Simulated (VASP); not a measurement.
Mo5W:

```
Mo W
1.0
     3.16414    0.00000    0.00000
     0.00000    3.16414    0.00000
     0.00000    0.00000    9.49516
Mo W
5 1
Direct
  0.00000 0.00000 0.66608
  0.50000 0.50000 0.83288
  0.50000 0.50000 0.16712
  0.00000 0.00000 0.33392
  0.50000 0.50000 0.50000
  0.00000 0.00000 0.00000
```

Base run:

* Program: VASP 6.6.1
* Functional: LDA
* Potentials or basis: VASP PAW LDA potentials, release 64 (Mo_sv, W_sv)
* Cutoff: 520 eV
* k mesh: 12 × 12 × 4
* Occupations: gaussian, width 0.1 eV
* Spin: no spin polarisation

Its results: band gap on the k mesh zero (bands 42 and 43 overlap by 2.05 eV); pressure -11.6 GPa; largest force 0.030 eV/Å.

Q: The run is repeated on the same cell with these changes: functional from LDA to PBE; potentials or basis from VASP PAW LDA potentials, release 64 (Mo_sv, W_sv) to VASP PAW PBE potentials, release 64 (Mo_sv, W_sv). What comes out?

A: Band gap on the k mesh zero (bands 42 and 43 overlap by 1.98 eV); pressure 0.5 GPa; largest force 0.007 eV/Å.

Caveats: spin-orbit coupling is left out, which moves the levels of the heavy elements; the cell stands under tension (at least some runs).
